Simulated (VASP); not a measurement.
# AlGa5As6 (P3m1) in VASP: a series of runs, part 2 of 2

VASP 6.6.1. The steps go on from the part before.

## (4) Relaxation of cell and atoms, PBE

This run uses another cell than the first one, of 20.97 Å³/atom.

INCAR reads:

```
SYSTEM = AlGa5As6
ALGO = Normal ; EDIFF = 1E-6
EDIFFG = -0.04 ; ENCUT = 600
GGA = PE ; IBRION = 2
ISIF = 3 ; ISMEAR = 0
LASPH = .TRUE. ; LCHARG = .FALSE.
LREAL = .FALSE. ; LWAVE = .FALSE.
NELM = 80 ; NSW = 90
PREC = Accurate ; SIGMA = 0.1
```

KPOINTS reads:

```
k-points
0
G
  6 6 1
  0 0 0
```

POSCAR reads:

```
AlGa5As6
1.0
    3.8995750300      0.0000000000      0.0000000000
   -1.9497875200      3.3771310400      0.0000000000
    0.0000000000      0.0000000000     19.1039380900
Al Ga As
1 5 6
Direct
    0.0000000000      0.0000000000      0.0000000000
    0.3333333300      0.6666666700      0.8333333300
    0.6666666700      0.3333333300      0.6666666700
    0.0000000000      0.0000000000      0.5000000000
    0.3333333300      0.6666666700      0.3333333300
    0.6666666700      0.3333333300      0.1666666700
    0.0000000000      0.0000000000      0.8750000000
    0.3333333300      0.6666666700      0.7083333300
    0.6666666700      0.3333333300      0.5416666700
    0.0000000000      0.0000000000      0.3750000000
    0.3333333300      0.6666666700      0.2083333300
    0.6666666700      0.3333333300      0.0416666700
```

Potentials or basis: VASP PAW PBE potentials, release 64 (Al, Ga_d, As).

Run with:

```bash
$ cat potpaw_PBE.64/Al/POTCAR potpaw_PBE.64/Ga_d/POTCAR potpaw_PBE.64/As/POTCAR > POTCAR
$ mpirun -np 1 vasp_std > vasp.out
```

OUTCAR:

```text
SYSTEM = AlGa5As6
   EDIFF = 1E-6
   EDIFFG = -0.04
   ENCUT = 600
   GGA = PE
   IBRION = 2
   ISIF = 3
   ISMEAR = 0
   LASPH = .TRUE.
   LREAL = .FALSE.
   NELM = 80
   NSW = 90
   PREC = Accurate

 ion  position               nearest neighbor table
   1  0.000  0.000  0.000-  12 2.39   7 2.39  12 2.39  12 2.39
   2  0.333  0.667  0.833-   7 2.39   8 2.39   7 2.39   7 2.39
   3  0.667  0.333  0.667-   8 2.39   8 2.39   8 2.39   9 2.39
   4  0.000  0.000  0.500-   9 2.39  10 2.39   9 2.39   9 2.39
   5  0.333  0.667  0.333-  10 2.39  11 2.39  10 2.39  10 2.39
   6  0.667  0.333  0.167-  11 2.39  11 2.39  11 2.39  12 2.39
   7  0.000  0.000  0.875-   2 2.39   1 2.39   2 2.39   2 2.39
   8  0.333  0.667  0.708-   3 2.39   3 2.39   3 2.39   2 2.39
   9  0.667  0.333  0.542-   4 2.39   3 2.39   4 2.39   4 2.39
  10  0.000  0.000  0.375-   5 2.39   4 2.39   5 2.39   5 2.39
  11  0.333  0.667  0.208-   6 2.39   6 2.39   6 2.39   5 2.39
  12  0.667  0.333  0.042-   1 2.39   6 2.39   1 2.39   1 2.39

  LATTYP: Found a hexagonal cell.
 ALAT       =     3.8995750300
 C/A-ratio  =     4.8989794896

  Lattice vectors:

 A1 = (   3.8995750300,   0.0000000000,   0.0000000000)
 A2 = (  -1.9497875200,   3.3771310400,   0.0000000000)
 A3 = (   0.0000000000,   0.0000000000,  19.1039380900)

Analysis of symmetry for initial positions (statically):
=====================================================================
 Subroutine PRICEL returns:
 Original cell was already a primitive cell.

[... 159 lines left out ...]
 maximum number of plane-waves:      8472
 NGX is ok and might be reduce to    32
   NGX = 15   NGY = 15   NGZ = 77

--------------------------------------- Ionic step        1  -------------------------------------------

 number of electron      98.0000001 magnetization

 Free energy of the ion-electron system (eV)
  ---------------------------------------------------
  ext. energy  EPLUGINS =         0.00000000
  ---------------------------------------------------
  free energy    TOTEN  =       -49.74444390 eV

  energy without entropy =      -49.74444390  energy(sigma->0) =      -49.74444390

 E-fermi :   5.1377     XC(G=0):  -9.8302

 val. band max:        4.6790978183   @ k =   0.0000   0.0000   0.0000
 cond. band min:       5.8596603069   @ k =   0.0000   0.0000   0.0000
 fundamental gap:      1.1805624885
 Fermi energy:         5.1376553094

 k-point     1 :       0.0000    0.0000    0.0000
  band No.  band energies     occupation
      1     -10.3328      2.00000
      2     -10.3216      2.00000
      3     -10.2974      2.00000
      4     -10.2654      2.00000
      5     -10.2379      2.00000
      6     -10.2379      2.00000
[... 599 lines left out ...]
--------------------------------------- Ionic step        5  -------------------------------------------

 number of electron      98.0000020 magnetization

 Free energy of the ion-electron system (eV)
  ---------------------------------------------------
  ext. energy  EPLUGINS =         0.00000000
  ---------------------------------------------------
  free energy    TOTEN  =       -50.67886816 eV

  energy without entropy =      -50.67859583  energy(sigma->0) =      -50.67873199

 E-fermi :   3.7137     XC(G=0):  -9.2945

 val. band max:        3.5321275952   @ k =   0.0000   0.0000   0.0000
 cond. band min:       3.8720185694   @ k =   0.0000   0.0000   0.0000
 fundamental gap:      0.3398909742
 Fermi energy:         3.7136762317

 k-point     1 :       0.0000    0.0000    0.0000
  band No.  band energies     occupation
      1     -11.2208      2.00000
      2     -11.2082      2.00000
      3     -11.1936      2.00000
      4     -11.1753      2.00000
      5     -11.1656      2.00000
      6     -11.1656      2.00000
[... 455 lines left out ...]
  FREE ENERGIE OF THE ION-ELECTRON SYSTEM (eV)
  ---------------------------------------------------
  free  energy   TOTEN  =       -50.6788681592 eV

  energy  without entropy=      -50.6785958295  energy(sigma->0) =      -50.67873199

 reached required accuracy - stopping structural energy minimisation
```

OSZICAR:

```text
N       E                     dE             d eps       ncg     rms          rms(c)
DAV:   1     0.100683042745E+04    0.10068E+04   -0.46297E+04   910   0.253E+03
DAV:   2     0.153839832745E+03   -0.85299E+03   -0.82512E+03   828   0.707E+02
DAV:   3    -0.362222526081E+02   -0.19006E+03   -0.18328E+03   986   0.210E+02
[... 49 lines left out ...]
DAV:   1    -0.506789036834E+02   -0.36484E-03   -0.10255E-02   834   0.408E-01    0.567E-02
DAV:   2    -0.506788941493E+02    0.95341E-05   -0.71870E-04  1034   0.187E-01    0.324E-02
DAV:   3    -0.506788687039E+02    0.25445E-04   -0.10517E-04  1022   0.830E-02    0.121E-02
DAV:   4    -0.506788677431E+02    0.96079E-06   -0.30965E-05   992   0.672E-02    0.495E-03
DAV:   5    -0.506788681592E+02   -0.41610E-06   -0.82366E-06   798   0.406E-02
   5 F= -.50678868E+02 E0= -.50678732E+02  d E =-.329912E-03
```

It took 16 min on 1 thread of Intel Xeon 8259CL, shared host; peak memory 0.51 GiB.

Results:

| Quantity | Value |
| --- | --- |
| Free energy | -50.6789 eV |
| Relaxed volume | 23.66 Å³/atom |
| Relaxed cell | a = 4.062 Å, b = 4.062 Å, c = 19.871 Å, α = 90.00°, β = 90.00°, γ = 120.00° |
| Space group after relaxing (to 0.1 Å) | P3m1 (No. 156) |
| Energy gained by relaxing | 77.9 meV/atom |
| Ionic steps | 5 |
| Pressure after relaxing | 0.1 GPa |
| Largest force after relaxing | 0.037 eV/Å |
| Band gap on the k mesh | 0.34 eV |

Forces in eV/Å, atoms in the order of the input:
```
Al   0.000  0.000  0.019
Ga   0.000  0.000  0.010
Ga   0.000  0.000  0.004
Ga   0.000  0.000  0.002
Ga   0.000  0.000  0.005
Ga   0.000  0.000 -0.013
As   0.000  0.000  0.024
As   0.000  0.000 -0.007
As   0.000  0.000 -0.002
As   0.000  0.000 -0.004
As   0.000  0.000 -0.003
As   0.000  0.000 -0.037
```

The path:
```
step  energy change (eV)  largest force (eV/Å)  pressure (GPa)  volume (Å³)
   1              0.0000                0.1086           10.17       251.59
   2             -0.7345                0.0676           -3.20       303.20
   3             -0.9344                0.0727           -0.05       284.65
   4             -0.9341                0.0733            0.18       283.96
   5             -0.9344                0.0368            0.13       283.98
```

Final structure:
```yaml
crystal:
  lattice:
    - [4.06222, 0.00000, 0.00000]
    - [-2.03111, 3.51798, 0.00000]
    - [0.00000, 0.00000, 19.87137]
  atoms:
    - { symbol: Al, position: [0.00000, 0.00000, 0.00015] }
    - { symbol: Ga, position: [0.33333, 0.66667, 0.83323] }
    - { symbol: Ga, position: [0.66667, 0.33333, 0.66670] }
    - { symbol: Ga, position: [0.00000, 0.00000, 0.50002] }
    - { symbol: Ga, position: [0.33333, 0.66667, 0.33335] }
    - { symbol: Ga, position: [0.66667, 0.33333, 0.16671] }
    - { symbol: As, position: [0.00000, 0.00000, 0.87520] }
    - { symbol: As, position: [0.33333, 0.66667, 0.70832] }
    - { symbol: As, position: [0.66667, 0.33333, 0.54165] }
    - { symbol: As, position: [0.00000, 0.00000, 0.37499] }
    - { symbol: As, position: [0.33333, 0.66667, 0.20836] }
    - { symbol: As, position: [0.66667, 0.33333, 0.04132] }
```

Levels at points of the mesh, in eV from the valence-band top:
```
           k point  band 46  band 47  band 48  band 49  band 50  band 51  band 52  band 53
(0.00, 0.00, 0.00)    -0.31    -0.02     0.00     0.00     0.34     0.96     1.12     1.26
(0.50, 0.00, 0.00)    -1.52    -1.49    -1.04    -1.04     1.00     1.49     1.74     1.89
```

## (5) The runs side by side

| task | cell | cutoff (eV) | gap on the mesh (eV) | pressure (GPa) | largest force (eV/Å) |
| --- | --- | --- | --- | --- | --- |
| single point | a = 4.054, b = 4.054, c = 19.846 Å, angles 90.0, 90.0, 120.0°, 12 atoms, atomic positions A | 520 | 0.37 | 0.5 | 0.01 |
| single point | a = 4.060, b = 4.060, c = 19.890 Å, angles 90.0, 90.0, 120.0°, 12 atoms, atomic positions A | 520 | 0.34 | 0.1 | 0.01 |
| relaxation of cell and atoms | relaxed from a = 3.900, b = 3.900, c = 19.104 Å, angles 90.0, 90.0, 120.0°, 12 atoms, atomic positions B | 600 | 0.34 | 0.1 | 0.04 |

Alike in all rows: level PBE; potentials or basis VASP PAW PBE potentials, release 64 (Al, Ga_d, As); no spin polarisation; k mesh 6 × 6 × 1; smearing gaussian 0.1 eV.

Total energies depend on the potentials used, so only differences within one code and one set of settings carry meaning.
